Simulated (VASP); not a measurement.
**TaN: single point with r2SCAN**

Slab: TaN, a slab with vacuum.

```
N Ta
1.0
     2.88462    0.00000    0.00000
     0.00000    2.93615    0.00000
     0.00000    0.00000   22.93316
N Ta
3 3
Direct
  0.00000 0.50000 0.37064
  0.00000 0.00000 0.48152
  0.00000 0.50000 0.59307
  0.50000 0.00000 0.40760
  0.50000 0.50000 0.51950
  0.50000 0.00000 0.63049
```

```yaml
Program: VASP 6.6.1
Task: single point
Functional: r2SCAN
Potentials_or_basis: VASP PAW PBE potentials, release 64 (N, Ta_pv)
Cutoff: 520 eV
k_mesh: 10 × 10 × 1
Occupations: gaussian, width 0.1 eV
Spin: no spin polarisation
```

| Property | Result |
| --- | --- |
| Largest force | 3.530 eV/Å |
| Band gap on the k mesh | zero (band 24 reaches 0.19 eV, above the bottom of band 25 at -2.34 eV) |

Forces on the atoms (eV/Å):
```
N    0.000  0.000  3.194
N    0.000  0.000  0.253
N    0.000  0.000 -0.018
Ta   0.000  0.000 -3.530
Ta   0.000  0.000  0.005
Ta   0.000  0.000  0.095
```

Levels at points of the mesh, in eV from the Fermi level:
| k point | band 20 | band 21 | band 22 | band 23 | band 24 | band 25 | band 26 | band 27 | band 28 | band 29 |
| --- | --- | --- | --- | --- | --- | --- | --- | --- | --- | --- |
| (0.00, 0.00, 0.00) | -3.34 | -3.10 | -2.40 | -1.29 | -1.20 | -0.82 | 3.31 | 3.53 | 3.73 | 3.98 |
| (0.50, 0.00, 0.00) | -2.77 | -1.15 | -0.84 | -0.67 | -0.60 | 1.04 | 1.34 | 1.98 | 2.89 | 4.13 |
| (0.00, 0.50, 0.00) | -2.81 | -2.69 | -1.97 | -0.77 | 0.13 | 0.51 | 1.68 | 2.62 | 2.84 | 3.52 |
| (0.50, 0.50, 0.00) | -3.50 | -1.70 | -1.07 | -0.05 | 1.60 | 1.61 | 4.05 | 4.08 | 4.39 | 4.83 |

Run time: 26 min on 1 thread of Intel Xeon 6975P-C, with other jobs on the host, peak memory 0.48 GiB.

Caveat: the PAW data sets were made with another functional, which shifts forces and pressure a little; spin-orbit coupling is left out, which moves the levels of the heavy elements.
